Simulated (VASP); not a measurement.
# ZnS (P6_3mc) in VASP: further runs, part 2 of 2

VASP 6.6.1.

## (4) Single point, r2SCAN (strain -0.0150 x Voigt [0, 0, 1, 0, 0, 0])

Contents of POSCAR:

```
ZnS
1.0
    3.8067217484      0.0000000000      0.0000000000
   -1.9033608742      3.2967177392      0.0000000000
    0.0000000000      0.0000000000      6.1520491246
Zn S
2 2
Direct
    0.3333333333      0.6666666667      0.0053880718
    0.6666666667      0.3333333333      0.5053880718
    0.3333333333      0.6666666667      0.3796119282
    0.6666666667      0.3333333333      0.8796119282
```

Contents of INCAR.step1:

```
SYSTEM = ZnS
  ALGO = Normal
  EDIFF = 1E-4
  ENCUT = 520
  GGA = PE
  ISMEAR = 0
  LASPH = .TRUE.
  LCHARG = .FALSE.
  LREAL = .FALSE.
  LWAVE = .TRUE.
  NBANDS = 26
  NELM = 100
  PREC = Accurate
  SIGMA = 0.05
```

Contents of INCAR.step2:

```
SYSTEM = ZnS
  ALGO = Normal
  EDIFF = 1E-6
  ENCUT = 520
  ISIF = 2
  ISMEAR = 0
  ISTART = 1
  LASPH = .TRUE.
  LCHARG = .FALSE.
  LMIXTAU = .TRUE.
  LREAL = .FALSE.
  LWAVE = .FALSE.
  METAGGA = R2SCAN
  NBANDS = 26
  NELM = 100
  PREC = Accurate
  SIGMA = 0.05
```

Contents of KPOINTS:

```
k-points
0
G
  6 6 4
  0 0 0
```

On the command line:

```bash
cat potpaw_PBE.64/Zn/POTCAR potpaw_PBE.64/S/POTCAR > POTCAR
cp INCAR.step1 INCAR
mpirun -np 1 vasp_std > vasp.out
cp INCAR.step2 INCAR
mpirun -np 1 vasp_std > vasp.out
```

It took 3.4 min on 1 thread of AMD EPYC 7R43 (Zen 3), shared host; peak memory 0.17 GiB.

The run converged. Its results:

```
Free energy            : -37.7112 eV
Pressure               : 1.3 GPa
Largest force          : 0.122 eV/Å
Band gap on the k mesh : 2.89 eV, direct
```

Forces in eV/Å, atoms in the order of the input:
```
Zn   0.000  0.000 -0.122
Zn   0.000  0.000 -0.122
S    0.000  0.000  0.122
S    0.000  0.000  0.122
```

Stress tensor (GPa, compression positive):
```
0.51 0.00 0.00
0.00 0.51 0.00
0.00 0.00 2.92
```

Levels at points of the mesh, in eV from the valence-band top:
| k point | band 15 | band 16 | band 17 | band 18 | band 19 | band 20 | band 21 | band 22 |
| --- | --- | --- | --- | --- | --- | --- | --- | --- |
| (0.00, 0.00, 0.00) | -0.99 | -0.03 | 0.00 | 0.00 | 2.89 | 3.55 | 6.73 | 6.73 |
| (0.50, 0.00, 0.00) | -3.42 | -2.40 | -1.76 | -0.90 | 3.98 | 4.86 | 5.52 | 7.33 |
| (0.00, 0.00, 0.50) | -0.52 | -0.52 | -0.52 | -0.52 | 4.11 | 4.11 | 7.20 | 7.20 |
| (0.50, 0.00, 0.50) | -1.71 | -1.71 | -1.66 | -1.66 | 4.01 | 4.01 | 5.70 | 5.70 |

Caveat: the cell differs from its parent crystal (strain -0.0150 x Voigt [0, 0, 1, 0, 0, 0]); the PAW data sets were made with another functional, which shifts forces and pressure a little.

## (5) Single point, r2SCAN (strain -0.0050 x Voigt [0, 0, 1, 0, 0, 0])

Edit POSCAR of step 4 so:

```diff
@@ -4,3 +4,3 @@
    -1.9033608742      3.2967177392      0.0000000000
-    0.0000000000      0.0000000000      6.1520491246
+    0.0000000000      0.0000000000      6.2145064761
 Zn S
```

Contents of INCAR.step1:

```
PREC     = Accurate       # precision mode
ENCUT    = 520            # plane-wave cutoff, eV
ISMEAR   = 0              # smearing method
SIGMA    = 0.05           # smearing width, eV
LREAL    = F              # projectors in reciprocal space
LASPH    = T              # aspherical terms in the spheres
NELM     = 60             # most SCF steps
NBANDS   = 26             # bands
GGA      = PE             # functional
ALGO     = Normal         # electronic algorithm
EDIFF    = 1E-4           # SCF threshold, eV
LWAVE    = T              # write WAVECAR
LCHARG   = F              # write CHGCAR
```

Contents of INCAR.step2:

```
PREC     = Accurate       # precision mode
ENCUT    = 520            # plane-wave cutoff, eV
EDIFF    = 1E-7           # SCF threshold, eV
ISMEAR   = 0              # smearing method
SIGMA    = 0.05           # smearing width, eV
LREAL    = F              # projectors in reciprocal space
LASPH    = T              # aspherical terms in the spheres
NELM     = 60             # most SCF steps
ALGO     = Normal         # electronic algorithm
ISIF     = 2              # what is computed and relaxed
LWAVE    = F              # write WAVECAR
LCHARG   = T              # write CHGCAR
METAGGA  = R2SCAN         # meta-GGA
LMIXTAU  = T            
LELF     = T              # ELF
LVHAR    = T            
NBANDS   = 26             # bands
ISTART   = 1
```

Contents of KPOINTS:

```
regular mesh
0
Gamma
  6 6 4
```

On the command line:

```bash
cat potpaw_PBE.64/Zn/POTCAR potpaw_PBE.64/S/POTCAR > POTCAR
cp INCAR.step1 INCAR
mpirun -np 1 vasp_std > vasp.out
cp INCAR.step2 INCAR
mpirun -np 1 vasp_std > vasp.out
```

It took 3.8 min on 1 thread of AMD EPYC 7R43 (Zen 3), shared host; peak memory 0.18 GiB.

It converged, with:

```yaml
Free_energy: -37.7202 eV
Pressure: 0.4 GPa
Largest_force: 0.035 eV/Å
Band_gap_on_the_k_mesh: 2.82 eV, direct
```

Forces in eV/Å, atoms in the order of the input:
```
Zn   0.000  0.000 -0.035
Zn   0.000  0.000 -0.035
S    0.000  0.000  0.035
S    0.000  0.000  0.035
```

Stress tensor (GPa, compression positive):
```
0.18 0.00 0.00
0.00 0.18 0.00
0.00 0.00 0.91
```

Levels at points of the mesh, in eV from the valence-band top:
```csv
k point,band 15,band 16,band 17,band 18,band 19,band 20,band 21,band 22
"(0.00, 0.00, 0.00)",-0.94,-0.07,0.00,0.00,2.82,3.59,6.78,6.78
"(0.50, 0.00, 0.00)",-3.38,-2.34,-1.74,-0.91,4.02,4.80,5.47,7.36
"(0.00, 0.00, 0.50)",-0.49,-0.49,-0.49,-0.49,4.11,4.11,7.24,7.24
"(0.50, 0.00, 0.50)",-1.68,-1.68,-1.67,-1.67,3.98,3.98,5.67,5.67
```

Caveat: the cell differs from its parent crystal (strain -0.0050 x Voigt [0, 0, 1, 0, 0, 0]); the PAW data sets were made with another functional, which shifts forces and pressure a little.

## (6) Overview

| cell | gap on the mesh (eV) | pressure (GPa) | largest force (eV/Å) |
| --- | --- | --- | --- |
| a = 3.807, b = 3.807, c = 6.121 Å, angles 90.0, 90.0, 120.0°, 4 atoms | 2.93 | 1.8 | 0.17 |
| a = 3.807, b = 3.807, c = 6.183 Å, angles 90.0, 90.0, 120.0°, 4 atoms | 2.86 | 0.9 | 0.08 |
| a = 3.807, b = 3.807, c = 6.152 Å, angles 90.0, 90.0, 120.0°, 4 atoms | 2.89 | 1.3 | 0.12 |
| a = 3.807, b = 3.807, c = 6.215 Å, angles 90.0, 90.0, 120.0°, 4 atoms | 2.82 | 0.4 | 0.04 |

Alike in all rows: task single point; level r2SCAN; potentials or basis VASP PAW PBE potentials, release 64 (Zn, S); no spin polarisation; k mesh 6 × 6 × 4; cutoff (eV) 520; smearing gaussian 0.05 eV.

Caveats: the PAW data sets were made with another functional, which shifts forces and pressure a little.

Total energies depend on the potentials used, so only differences within one code and one set of settings carry meaning.
